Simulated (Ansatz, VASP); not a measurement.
One calculation of Cs2BP2, two programs

```
Cs B P
1.0
     0.00000    0.00000    6.10218
     6.95654   -3.67450    3.05109
     6.95654    3.67450   -3.05109
Cs B P
4 2 4
Direct
  0.31872 0.03579 0.67322
  0.68128 0.96421 0.32678
  0.18128 0.67322 0.03579
  0.81872 0.32678 0.96421
  0.25000 0.50000 0.50000
  0.75000 0.50000 0.50000
  0.37716 0.69435 0.44868
  0.62284 0.30565 0.55132
  0.12284 0.44868 0.69435
  0.87716 0.55132 0.30565
```

Alike in both runs: functional PBE; k mesh 4 × 4 × 4; occupations gaussian, width 0.0232 eV; no spin polarisation.

Ansatz relaxed the structure, and its values are those at the end. VASP's run is a single point on that final structure, the one shown.

|  | VASP | Ansatz |
| --- | --- | --- |
| version | VASP 6.6.1 | Ansatz 0.2.0 |
| potentials or method | VASP PAW PBE potentials, release 64 (Cs_sv, B, P), cutoff 520 eV | PAW plane waves |
| valence electrons in the cell | 62 | 62 |

```csv
,VASP,Ansatz,Ansatz less VASP
pressure (GPa),-0.5,-0.6,-0.04
rms of the force components (eV/Å),0.014,0.004,-0.0099
```

Ansatz's warnings: stress scf threshold loose.

Neither program's run includes spin-orbit coupling.
